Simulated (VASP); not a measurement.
# Pt (Pm-3m) in VASP: a series of runs

Pt is run at these levels: PBE; tasks: single point, relaxation of cell and atoms.

Everything below comes from runs of VASP 6.6.1. Logs are shortened: lines on timing, memory, paths and dates and some standing lists are left out, and cuts for length are marked.

### Step 1. The cell of the first run

Symmetry: Pm-3m, No. 221, cubic system. The conventional cell has a = 2.629 Å, b = 2.629 Å, c = 2.629 Å, α = 90.00°, β = 90.00°, γ = 90.00°. Pt (site symmetry m-3m) has 6 Pt at 2.63 Å within 3.5 Å.

This isn't the form of Pt at room conditions, which is fcc.

### Step 2. Single point, PBE

File INCAR:

```
  ALGO = Normal
  EDIFF = 1E-6
  ENCUT = 520
  GGA = PE
  ISIF = 2
  ISMEAR = -1
  LASPH = T
  LCHARG = T
  LELF = T
  LREAL = F
  LVHAR = T
  LWAVE = F
  NBANDS = 11
  NELM = 100
  PREC = Accurate
  SIGMA = 0.1
```

File KPOINTS:

```
k-points
0
Gamma
  8 8 8
```

File POSCAR:

```
Pt
1.0
    2.6288144731      0.0000000000      0.0000000000
    0.0000000000      2.6288144731      0.0000000000
    0.0000000000      0.0000000000      2.6288144731
Pt
1
Direct
    0.0000000000      0.0000000000      0.0000000000
```

Potentials or basis: VASP PAW PBE potentials, release 64 (Pt).

Command:

```console
$ cat potpaw_PBE.64/Pt/POTCAR > POTCAR
$ mpirun -np 1 vasp_std > vasp.out
```

OUTCAR:

```text
EDIFF = 1E-6
   ENCUT = 520
   GGA = PE
   ISIF = 2
   ISMEAR = -1
   LASPH = T
   LREAL = F
   NELM = 100
   PREC = Accurate

 ion  position               nearest neighbor table
   1  0.000  0.000  0.000-

  LATTYP: Found a simple cubic cell.
 ALAT       =     2.6288144731

  Lattice vectors:

 A1 = (   2.6288144731,   0.0000000000,   0.0000000000)
 A2 = (   0.0000000000,   2.6288144731,   0.0000000000)
 A3 = (   0.0000000000,   0.0000000000,   2.6288144731)

Analysis of symmetry for initial positions (statically):
=====================================================================
 Subroutine PRICEL returns:
 Original cell was already a primitive cell.

 Routine SETGRP: Setting up the symmetry group for a
 simple cubic supercell.

 Subroutine GETGRP returns: Found 48 space group operations
 (whereof 48 operations were pure point group operations)
 out of a pool of 48 trial point group operations.

The static configuration has the point symmetry O_h .

Analysis of symmetry for dynamics (positions and initial velocities):
=====================================================================
 Subroutine PRICEL returns:
 Original cell was already a primitive cell.

 Routine SETGRP: Setting up the symmetry group for a
 simple cubic supercell.

 Subroutine GETGRP returns: Found 48 space group operations
 (whereof 48 operations were pure point group operations)
 out of a pool of 48 trial point group operations.

The dynamic configuration has the point symmetry O_h .

 Subroutine INISYM returns: Found 48 space group operations
 (whereof 48 operations are pure point group operations),
 and found     1 'primitive' translations

----------------------------------------------------------------------------------------

                                     Primitive cell

  volume of cell :      18.1669

  direct lattice vectors                    reciprocal lattice vectors
     2.628814473  0.000000000  0.000000000     0.380399610  0.000000000  0.000000000
     0.000000000  2.628814473  0.000000000     0.000000000  0.380399610  0.000000000
     0.000000000  0.000000000  2.628814473     0.000000000  0.000000000  0.380399610

  length of vectors
     2.628814473  2.628814473  2.628814473     0.380399610  0.380399610  0.380399610

  position of ions in fractional coordinates (direct lattice)
     0.000000000  0.000000000  0.000000000
[... 79 lines left out ...]
   NSW    =      0    number of steps for IOM
   IBRION =     -1    ionic relax: 0-MD 1-quasi-New 2-CG
   NFREE  =      0    steps in history (QN), initial steepest desc. (CG)
   ISIF   =      2    stress and relaxation
   ISYM   =      2    0-nonsym 1-usesym 2-fastsym
   POTIM  = 0.5000    time-step for ionic-motion
   TEBEG  =    0.0;   TEEND  =   0.0 temperature during run
   PSTRESS=    0.0 pullay stress
   NELECT =      10.0000    total number of electrons
   NUPDOWN=      -1.0000    fix difference up-down
   EMIN   =  10.00;   EMAX   =-10.00  energy-range for DOS
   EFERMI =   0.00;   METHOD = LEGACY
   ISMEAR =    -1;   SIGMA  =   0.10  broadening in eV -4-tet -1-fermi 0-gaus
   EFERMI_NEDOS =   21; number of points for ismear=-14 and -15
   IALGO  =     38    algorithm
   IMIX   =      4    mixing-type and parameters
     AMIX     =   0.40;   BMIX     =  1.00
     AMIX_MAG =   1.60;   BMIX_MAG =  1.00
  volume/ion in A,a.u.               =      18.17       122.60
  Fermi-wavevector in a.u.,A,eV,Ry     =   1.341678  2.535403 24.491837  1.800099
  Thomas-Fermi vector in A             =   2.469892
   LORBIT       =      0    0 simple, 1 ext, 2 COOP (PROOUT), +10 PAW based schemes
   GGA     = PE    functional components
   LHFCALC =     F    Hartree Fock is set to
   AEXX    =    0.0000 exact exchange contribution
   IVDW    =     0    specifies the selected vdW correction
   LEPSILON=     F    determine dielectric tensor
   LRPA    =     F    only Hartree local field effects (RPA)
 non-spin polarized calculation
  energy-cutoff  :      520.00
  volume of cell :       18.17
 maximum number of plane-waves:       502
 NGX is ok and might be reduce to    20
   NGX =  9   NGY =  9   NGZ =  9

 number of electron      10.0000001 magnetization

 Free energy of the ion-electron system (eV)
  ---------------------------------------------------
  ext. energy  EPLUGINS =         0.00000000
  ---------------------------------------------------
  free energy    TOTEN  =        -5.60603817 eV

  energy without entropy =       -5.54615346  energy(sigma->0) =       -5.57609582

 E-fermi :   8.1572     XC(G=0): -12.2430

 val. band max:        8.1549541202   @ k =   0.2500   0.1250   0.0000
 cond. band min:       8.2263279525   @ k =   0.3750   0.3750   0.3750
 fundamental gap:      0.0713738323
 Fermi energy:         8.1571884656

 k-point     1 :       0.0000    0.0000    0.0000
  band No.  band energies     occupation
      1      -0.2213      2.00000
      2       2.5278      2.00000
      3       2.5278      2.00000
      4       8.3948      0.17006
      5       8.3948      0.17006
      6       8.3948      0.17006
      7      23.2496      0.00000
      8      23.2496      0.00000
      9      23.2496      0.00000
     10      28.9075      0.00000
     11      31.6041      0.00000
[... 309 lines left out ...]
 k-point    24 :       0.5000    0.3750    0.1250
  band No.  band energies     occupation
      1       2.8502      2.00000
      2       4.0954      2.00000
      3       5.8649      2.00000
      4       6.1802      2.00000
      5       8.4270      0.12614
      6      12.9227      0.00000
      7      13.0785      0.00000
      8      19.8914      0.00000
      9      21.8943      0.00000
     10      27.9910      0.00000
     11      29.9885      0.00000

 [... further k-points ...]

------------------------ aborting loop because EDIFF is reached ----------------------------------------

  FORCE on cell =-STRESS in cart. coord.  units (eV):
  Direction    XX          YY          ZZ          XY          YZ          ZX
  --------------------------------------------------------------------------------------
  -------------------------------------------------------------------------------------
  Total       -0.0444313     -0.0444313     -0.0444313      0.0000000      0.0000000      0.0000000
  in kB       -3.9184955     -3.9184955     -3.9184955      0.0000000      0.0000000      0.0000000
  external PRESSURE =      -3.9184955 kB  Pullay stress =       0.0000000 kB

 VOLUME and BASIS-vectors are now :
 -----------------------------------------------------------------------------
  energy-cutoff  :      520.00
  volume of cell :       18.17
      direct lattice vectors                 reciprocal lattice vectors
     2.628814473  0.000000000  0.000000000     0.380399610  0.000000000  0.000000000
     0.000000000  2.628814473  0.000000000     0.000000000  0.380399610  0.000000000
     0.000000000  0.000000000  2.628814473     0.000000000  0.000000000  0.380399610

 POSITION                                       TOTAL-FORCE (eV/Angst)
 -----------------------------------------------------------------------------------
      0.00000      0.00000      0.00000         0.000000      0.000000      0.000000
 -----------------------------------------------------------------------------------
    total drift:                                0.000000      0.000000      0.000000

  FREE ENERGIE OF THE ION-ELECTRON SYSTEM (eV)
  ---------------------------------------------------
  free  energy   TOTEN  =        -5.6060381726 eV

  energy  without entropy=       -5.5461534590  energy(sigma->0) =       -5.57609582
```

Run time: 2.8 s. Hardware: 1 thread of Intel Xeon 6975P-C (Granite Rapids), shared host; peak memory 0.12 GiB.

What came out:

| Item | Value |
| --- | --- |
| Free energy | -5.6060 eV |
| Pressure | -0.4 GPa |
| Band gap on the k mesh | zero (bands 5 and 6 overlap by 2.95 eV) |

Levels at points of the mesh, in eV from the Fermi level:
```tsv
k point	band 2	band 3	band 4	band 5	band 6	band 7	band 8	band 9
(0.00, 0.00, 0.00)	-5.63	-5.63	0.24	0.24	0.24	15.09	15.09	15.09
(0.50, 0.00, 0.00)	-5.06	-1.87	-1.87	-0.50	0.44	4.32	16.45	19.41
(0.50, 0.50, 0.00)	-4.62	-1.48	-1.48	1.82	4.43	4.43	9.33	13.29
(0.50, 0.50, 0.50)	-4.78	-4.78	1.96	1.96	9.89	9.89	9.89	9.97
```

Caveat: spin-orbit coupling is left out, which moves the levels of the heavy elements.

### Step 3. Relaxation of cell and atoms, PBE

This run uses another cell than the first one, of 16.58 Å³/atom.

File INCAR:

```
PREC = Accurate
ENCUT = 600
EDIFF = 1E-6
ISMEAR = -1
SIGMA = 0.1
LREAL = False
LASPH = True
NELM = 60
ALGO = Normal
ISIF = 3
LWAVE = False
LCHARG = False
GGA = PE
IBRION = 2
NSW = 80
EDIFFG = -0.03
```

File KPOINTS:

```
regular mesh
0
Gamma
  8 8 8
```

File POSCAR:

```
Pt
1.0
    2.5500000000      0.0000000000      0.0000000000
    0.0000000000      2.5500000000      0.0000000000
    0.0000000000      0.0000000000      2.5500000000
Pt
1
Direct
    0.0000000000      0.0000000000      0.0000000000
```

Potentials or basis: VASP PAW PBE potentials, release 64 (Pt).

Command:

```console
$ cat potpaw_PBE.64/Pt/POTCAR > POTCAR
$ mpirun -np 1 vasp_std > vasp.out
```

OUTCAR:

```text
PREC = Accurate
   ENCUT = 600
   EDIFF = 1E-6
   ISMEAR = -1
   LREAL = False
   LASPH = True
   NELM = 60
   ISIF = 3
   GGA = PE
   IBRION = 2
   NSW = 80
   EDIFFG = -0.03

 ion  position               nearest neighbor table
   1  0.000  0.000  0.000-

  LATTYP: Found a simple cubic cell.
 ALAT       =     2.5500000000

  Lattice vectors:

 A1 = (   2.5500000000,   0.0000000000,   0.0000000000)
 A2 = (   0.0000000000,   2.5500000000,   0.0000000000)
 A3 = (   0.0000000000,   0.0000000000,   2.5500000000)

Analysis of symmetry for initial positions (statically):
=====================================================================
 Subroutine PRICEL returns:
 Original cell was already a primitive cell.

 Routine SETGRP: Setting up the symmetry group for a
 simple cubic supercell.

[... 287 lines left out ...]

 k-point     1 :       0.0000    0.0000    0.0000
  band No.  band energies     occupation
      1      -0.2159      2.00000
      2       2.5339      2.00000
      3       2.5339      2.00000
      4       8.4083      0.16906
      5       8.4083      0.16906
      6       8.4083      0.16906
      7      23.2670      0.00000
      8      23.2670      0.00000
      9      23.2670      0.00000
[... 265 lines left out ...]
 k-point    24 :       0.5000    0.3750    0.1250
  band No.  band energies     occupation
      1       2.8559      2.00000
      2       4.1037      2.00000
      3       5.8746      2.00000
      4       6.1904      2.00000
      5       8.4402      0.12572
      6      12.9367      0.00000
      7      13.0954      0.00000
      8      19.9132      0.00000
      9      21.9118      0.00000

 [... further k-points ...]

------------------------ aborting loop because EDIFF is reached ----------------------------------------

  FORCE on cell =-STRESS in cart. coord.  units (eV):
  Direction    XX          YY          ZZ          XY          YZ          ZX
  --------------------------------------------------------------------------------------
  -------------------------------------------------------------------------------------
  Total       -0.0251800     -0.0251800     -0.0251800      0.0000000     -0.0000000      0.0000000
  in kB       -2.2225180     -2.2225180     -2.2225180      0.0000000     -0.0000000      0.0000000
  external PRESSURE =      -2.2225180 kB  Pullay stress =       0.0000000 kB
[... 16 lines left out ...]
  FREE ENERGIE OF THE ION-ELECTRON SYSTEM (eV)
  ---------------------------------------------------
  free  energy   TOTEN  =        -5.6054784855 eV

  energy  without entropy=       -5.5456685297  energy(sigma->0) =       -5.57557351

 reached required accuracy - stopping structural energy minimisation
```

It took 6.5 s on 1 thread of Intel Xeon 6975P-C (Granite Rapids), shared host; peak memory 0.13 GiB.

Results:

```yaml
Free_energy: -5.6055 eV
Relaxed_volume: 18.15 Å³/atom
Relaxed_cell: a = 2.628 Å, b = 2.628 Å, c = 2.628 Å, α = 90.00°, β = 90.00°, γ = 90.00°
Space_group_after_relaxing_to_0.1_Å: Pm-3m (No. 221)
Energy_gained_by_relaxing: 91.5 meV/atom
Ionic_steps: 4
Pressure_after_relaxing: -0.2 GPa
Band_gap_on_the_k_mesh: zero (bands 5 and 6 overlap by 2.95 eV)
```

The path:
```
step  energy change (eV)  largest force (eV/Å)  pressure (GPa)  volume (Å³)
   1              0.0000                0.0000           20.82        16.58
   2              0.2553                0.0000          -21.09        22.31
   3             -0.0909                0.0000           -1.28        18.26
   4             -0.0915                0.0000           -0.22        18.15
```

Final structure:
```yaml
crystal:
  lattice:
    - [2.62809, 0.00000, 0.00000]
    - [0.00000, 2.62809, 0.00000]
    - [0.00000, 0.00000, 2.62809]
  atoms:
    - { symbol: Pt, position: [0.00000, 0.00000, 0.00000] }
```

Caveat: spin-orbit coupling is left out, which moves the levels of the heavy elements.
